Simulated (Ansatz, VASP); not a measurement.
# Two plane-wave programs on Cd

```xyz
2
Lattice="2.9257 0.0000 0.0000 -1.4628 2.5337 0.0000 0.0000 0.0000 5.3683" Properties=species:S:1:pos:R:3 pbc="T T T"
Cd    0.0000    1.6891    1.3421
Cd    1.4628    0.8446    4.0262
```

Change from the starting cell: volume scaled by 1, PAW files.

Alike in both runs: task single point; functional LDA; k mesh 16 × 16 × 9; occupations fermi-dirac, width 0.1 eV; no spin polarisation.

|  | VASP | Ansatz |
| --- | --- | --- |
| version | VASP 6.6.1 | Ansatz 0.2.0 |
| potentials or method | VASP PAW LDA potentials, release 64 (Cd) | PAW with Ansatz's default frozen-core files, scalar-relativistic |
| plane-wave cutoff (eV) | 520 | 420 |
| valence electrons in the cell | 24 | 40 |

VASP gave:

| Property | Result |
| --- | --- |
| pressure (GPa) | 0.7 |
| traceless stress, the component that is largest in VASP (GPa) | -0.23 |

Task: Estimate Ansatz's values.

Result: Pressure (GPa): 0.0; traceless stress, the component that is largest in VASP (GPa): 0.02.

LDA's correlation is that of Perdew and Zunger in VASP and of Perdew and Wang (1992) in Ansatz. VASP's potentials hold 24 valence electrons a cell and Ansatz's 40, so a difference there can come from the potentials and not from the codes.
